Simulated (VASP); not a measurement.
Wanted: the native input for a VASP 6.6.1 run.

- Task: single point
- Functional: PBE
- Potentials or basis: VASP PAW PBE potentials, release 64 (Sm_3, Hf_pv, H), 4f in core
- Cutoff: 500 eV
- k mesh: 6 × 6 × 6
- Occupations: gaussian, width 0.1 eV
- Spin: no spin polarisation
- Dipole correction: no
- Mended: yes
- Further INCAR settings: ALGO = Normal; EDIFF = 1e-06; NBANDS = 24

The structure of SmHf2H lies in POSCAR:

```
SmHf2H
1.0
   -1.6797285366      2.1865055337      5.4934606376
    1.6797285366     -2.1865055337      5.4934606376
    1.6797285366      2.1865055337     -5.4934606376
Sm Hf H
1 2 1
Direct
    0.5000000000      0.5000000000      0.0000000000
    0.1931128669      0.1931128669      0.0000000000
    0.8068871331      0.8068871331      0.0000000000
    0.0000000000      0.0000000000      0.0000000000
```

The cell was built from a structure type or drawn by symmetry, and may not be a known phase.

These files were run (other wordings do the same):

INCAR

```
PREC     = Accurate       # precision mode
ENCUT    = 500            # plane-wave cutoff, eV
EDIFF    = 1E-6           # SCF threshold, eV
ISMEAR   = 0              # smearing method
SIGMA    = 0.1            # smearing width, eV
LREAL    = False          # projectors in reciprocal space
LASPH    = True           # aspherical terms in the spheres
NELM     = 200            # most SCF steps
ALGO     = Normal         # electronic algorithm
ISIF     = 2              # what is computed and relaxed
LWAVE    = False          # write WAVECAR
LCHARG   = False          # write CHGCAR
GGA      = PE             # functional
NBANDS   = 24             # bands
GGA_COMPAT= False        
LMAXMIX  = 6              # l up to which the mixer works
```

KPOINTS

```
regular mesh
0
Gamma
  6 6 6
```

Potentials or basis: VASP PAW PBE potentials, release 64 (Sm_3, Hf_pv, H), 4f in core.

Run with:

```sh
$ cat potpaw_PBE.64/Sm_3/POTCAR potpaw_PBE.64/Hf_pv/POTCAR potpaw_PBE.64/H/POTCAR > POTCAR
$ mpirun -np 1 vasp_std > vasp.out
```

Results of the run:

* Pressure: 0.2 GPa
* Largest force: 0.105 eV/Å
* Band gap on the k mesh: zero (bands 16 and 17 overlap by 1.08 eV)

Caveat: spin-orbit coupling is left out, which moves the levels of the heavy elements; the 4f electrons are frozen in the core, so they carry no moment and show no levels.

Run time: 78 s on 1 thread of Intel(R) Xeon(R) 6975P-C (Granite Rapids), on a shared host, peak memory 0.37 GiB.
